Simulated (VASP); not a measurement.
TaN: single point with revPBE+D4

TaN:

```
CELL_PARAMETERS angstrom
5.19392 0.00000 0.00000
-2.59696 4.49806 0.00000
0.00000 0.00000 2.90461
ATOMIC_POSITIONS crystal
Ta 0.00000 0.00000 0.00000
Ta 0.66667 0.33333 0.50000
Ta 0.33333 0.66667 0.50000
N 0.00000 0.39337 0.00000
N 0.60663 0.60663 0.00000
N 0.39337 0.00000 0.00000
```

- Program: VASP 6.6.1
- Task: single point
- Functional: revPBE
- Dispersion: D4
- Potentials or basis: VASP PAW PBE potentials, release 64 (Ta_pv, N)
- Cutoff: 520 eV
- k mesh: 6 × 6 × 9
- Occupations: fermi-dirac, width 0.05 eV
- Spin: no spin polarisation

```json
{"Pressure": "0.7 GPa", "Largest force": "0.015 eV/Å", "Band gap on the k mesh": "zero (band 24 reaches 10.20 eV, above the bottom of band 25 at 7.10 eV)", "Dispersion energy per atom": "-0.529 eV"}
```

Forces in eV/Å, atoms in the order of the input:
```
Ta   0.000  0.000  0.000
Ta   0.000  0.000  0.000
Ta   0.000  0.000  0.000
N   -0.007  0.013  0.000
N   -0.007 -0.013  0.000
N    0.015  0.000  0.000
```

Stress tensor (GPa, compression positive):
```
0.81 0.00 0.00
0.00 0.81 0.00
0.00 0.00 0.58
```

Levels at points of the mesh, in eV from the Fermi level:
```tsv
k point	band 20	band 21	band 22	band 23	band 24	band 25	band 26	band 27	band 28	band 29
(0.00, 0.00, 0.00)	-5.00	-4.25	-3.31	-1.90	-0.90	-0.90	0.65	0.65	1.86	1.96
(0.50, 0.00, 0.00)	-4.59	-3.90	-3.87	-2.83	-2.60	1.26	1.86	1.95	2.47	2.49
```

It used 170 s of CPU time on 1 thread of AMD EPYC 7R13 Processor (Zen 3), with other jobs on the host.

Caveat: the PAW data sets were made with another functional, which shifts forces and pressure a little; spin-orbit coupling is left out, which moves the levels of the heavy elements; pairwise dispersion overbinds metals, which lowers pressure and volume.
